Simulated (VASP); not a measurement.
# KBr: single point with PBE

Crystal: KBr.

```xyz
4
Lattice="3.5007 3.5007 0.0000 -3.3123 3.3123 0.0000 0.0000 0.0000 6.6246" Properties=species:S:1:pos:R:3 pbc="T T T"
K     0.0000    0.0000    0.0000
K     0.0942    3.4065    3.3123
Br    0.0942    3.4065    0.0000
Br    0.0000    0.0000    3.3123
```

This cell differs from its parent crystal: uniaxial strain along a: +4.5 %.

| Item | Value |
| --- | --- |
| Program | VASP 6.6.1 |
| Task | single point |
| Functional | PBE |
| Potentials or basis | VASP PAW PBE potentials, release 64 (K_sv, Br) |
| Cutoff | 520 eV |
| k mesh | 6 × 6 × 4 |
| Occupations | gaussian, width 0.02 eV |
| Spin | no spin polarisation |
| Dipole correction | no |
| Further INCAR settings | ALGO = Normal; EDIFF = 1e-07; NBANDS = 24 |

```
Pressure               : -0.2 GPa
Band gap on the k mesh : 4.20 eV
```

Stress tensor (GPa, compression positive):
```
-0.42 -0.29  0.00
-0.29 -0.42  0.00
 0.00  0.00  0.24
```

Levels at points of the mesh, in eV from the valence-band top:
```csv
k point,band 13,band 14,band 15,band 16,band 17,band 18,band 19,band 20
"(0.00, 0.00, 0.00)",-0.26,-0.11,-0.06,0.00,4.20,5.84,6.94,7.28
"(0.50, 0.00, 0.00)",-0.43,-0.43,-0.25,-0.25,6.52,6.52,7.38,7.38
"(0.00, 0.50, 0.00)",-0.39,-0.39,-0.39,-0.39,6.66,6.66,7.26,7.26
"(0.50, 0.50, 0.00)",-0.32,-0.32,-0.30,-0.30,5.88,5.88,6.87,6.87
"(0.00, 0.00, 0.50)",-0.28,-0.28,-0.15,-0.15,5.59,5.59,6.53,6.53
"(0.50, 0.00, 0.50)",-0.34,-0.34,-0.26,-0.26,6.40,6.40,7.80,7.80
"(0.00, 0.50, 0.50)",-0.41,-0.41,-0.35,-0.35,6.38,6.38,8.00,8.00
"(0.50, 0.50, 0.50)",-0.57,-0.57,-0.56,-0.56,7.28,7.28,7.32,7.32
```

Run time: 2.3 min on 1 thread of Intel(R) Xeon(R) Platinum 8259CL CPU @ 2.50GHz (Skylake/Cascade Lake) (shared host), peak memory 0.34 GiB.

Caveat: the cell differs from its parent crystal (uniaxial strain along a: +4.5 %). A k mesh can miss the band edges.
